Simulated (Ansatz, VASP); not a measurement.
One calculation of RbCd, two programs

```
Rb Cd
1.0
     4.41089    0.00000    0.00000
     0.00000    4.41089    0.00000
     0.00000    0.00000    4.41089
Rb Cd
1 1
Cartesian
  2.2054 2.2054 2.2054
  0.0000 0.0000 0.0000
```

Alike in both runs: task single point; functional PBE; k mesh 12 × 12 × 12; occupations gaussian, width 0.1 eV; no spin polarisation.

|  | VASP | Ansatz |
| --- | --- | --- |
| version | VASP 6.6.1 | Ansatz 0.2.0 |
| potentials or method | VASP PAW PBE potentials, release 64 (Rb_sv, Cd), cutoff 500 eV | scalar-relativistic, plane waves, PAW |
| valence electrons in the cell | 21 | 29 |

VASP gave:

- gap on the k mesh at the Fermi level (eV): none
- pressure (GPa): 0.9

**Question.** Which values does Ansatz return?

**Answer.** gap on the k mesh at the Fermi level (eV): none; pressure (GPa): 0.8.

A gap of «none» marks a metal or a gap that the smearing closes. The functional is the same, so the differences come from potentials, cutoffs and numerics. VASP's potentials hold 21 valence electrons a cell and Ansatz's 29, so a difference there can come from the potentials and not from the codes.
